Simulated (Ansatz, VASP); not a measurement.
## One calculation of GaP, two programs

```xyz
4
Lattice="1.8757 1.0829 6.6184 -1.8757 1.0829 6.6184 0.0000 -2.1658 6.6184" Properties=species:S:1:pos:R:3 pbc="T T T"
Ga    0.0000    0.0000    8.6564
Ga    0.0000    0.0000   11.1987
P     0.0000    0.0000    1.1523
P     0.0000    0.0000   18.7029
```

Alike in both runs: task single point; functional LDA; k mesh 9 × 9 × 9; occupations gaussian, width 0.05 eV; no spin polarisation.

```csv
,VASP,Ansatz
version,VASP 6.6.1,Ansatz 0.2.0
potentials or method,"VASP PAW LDA potentials, release 64 (Ga_d, P), cutoff 520 eV","scalar-relativistic, plane waves, PAW"
valence electrons in the cell,36,36
```

```csv
,VASP,Ansatz,Ansatz less VASP
gap on the k mesh at the Fermi level (eV),0.54,0.53,-0.010
least direct gap on the mesh (eV),0.82,0.80,-0.022
pressure (GPa),-1.9,-2.0,-0.12
"traceless stress, the component that is largest in VASP (GPa)",-7.67,-7.62,+0.056
rms of the force components (eV/Å),0.280,0.268,-0.0117
```

Ansatz warns that its potentials were made for another functional, while VASP's fit it. LDA's correlation is that of Perdew and Zunger in VASP and of Perdew and Wang (1992) in Ansatz. Atom by atom the forces differ by 0.012 eV/Å (rms over components).
